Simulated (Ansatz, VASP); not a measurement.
# Two plane-wave programs on CuO

```
Cu O
1.0
     2.08137   -2.08042    0.16502
     2.08137    2.08042    0.16502
    -0.40783    0.00000    5.13767
Cu O
2 2
Direct
  0.98399 0.47308 0.00131
  0.48399 0.97308 0.50131
  0.48401 0.47306 0.25131
  0.48397 0.47311 0.75131
```

Alike in both runs: functional PBE; k mesh 8 × 8 × 4; occupations gaussian, width 0.1 eV; no spin polarisation.

Ansatz relaxed the structure, and its values are those at the end. VASP's run is a single point on that final structure, the one shown.

```csv
,VASP,Ansatz
version,VASP 6.6.1,Ansatz 0.2.0
potentials or method,"VASP PAW PBE potentials, release 64 (Cu, O), cutoff 520 eV","scalar-relativistic, plane waves, PAW"
valence electrons in the cell,34,50
```

```csv
,VASP,Ansatz,Ansatz less VASP
gap on the k mesh at the Fermi level (eV),none,none,-
pressure (GPa),0.7,0.0,-0.70
```

A gap of «none» marks a metal or a gap that the smearing closes. VASP's potentials hold 34 valence electrons a cell and Ansatz's 50, so a difference there can come from the potentials and not from the codes.
